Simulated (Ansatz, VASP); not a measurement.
# One calculation of Pt, two programs

Contents of INCAR:

```
ALGO = Normal ; EDIFF = 1E-7
EDIFFG = -0.04 ; ENCUT = 600
GGA = PE ; IBRION = 2
ISIF = 3 ; ISMEAR = 0
LASPH = T ; LCHARG = F
LREAL = F ; LWAVE = F
NELM = 80 ; NSW = 90
PREC = Accurate ; SIGMA = 0.1
```

File KPOINTS:

```
k-points
0
Gamma
  8 8 6
```

POSCAR

```
Pt
1.0
    2.4331166700      0.0000000000      0.0000000000
    0.0000000000      2.4331166700      0.0000000000
    0.0000000000      0.0000000000      2.9167351800
Pt
1
Direct
    0.5000000000      0.5000000000      0.5000000000
```

Input for Ansatz:

```yaml
crystal:
  lattice:
    - [2.43311667, 0.0, 0.0]
    - [0.0, 2.43311667, 0.0]
    - [0.0, 0.0, 2.91673518]
  atoms:
    - { symbol: Pt, position: [0.5, 0.5, 0.5] }
basis:
  ecutwfc: 420
kpoints:
  mp_grid: { grid: [8, 8, 6] }
hamiltonian:
  xc: pbe
scf:
  occupations: { method: gaussian, width: 0.1 }
  lower_state_search: "off"
output:
  forces: true
  stress: true
  eigenvalues: true
relax:
  adjacent_minimum: "off"
  f_tol: 0.04
  max_steps: 70
  cell: { stress_tol: 0.4 }
```

Alike in both runs: task relaxation of cell and atoms; functional PBE; k mesh 8 × 8 × 6; occupations gaussian, width 0.1 eV; no spin polarisation.

|  | VASP | Ansatz |
| --- | --- | --- |
| version | VASP 6.6.1 | Ansatz 0.2.0 |
| potentials or method | VASP PAW PBE potentials, release 64 (Pt), cutoff 600 eV | scalar-relativistic, plane waves, PAW |
| valence electrons in the cell | 10 | 18 |

```csv
,VASP,Ansatz,Ansatz less VASP
"gap on the k mesh at the Fermi level, each at its own relaxed structure (eV)",none,none,-
relaxed volume (Å³/atom),18.10,18.14,+0.039
relaxed cell length with the largest relative difference (Å),2.627,2.631,+0.0033
```

A gap of «none» marks a metal or a gap that the smearing closes. VASP's potentials hold 10 valence electrons a cell and Ansatz's 18, so a difference there can come from the potentials and not from the codes.

Spin-orbit coupling is off throughout.
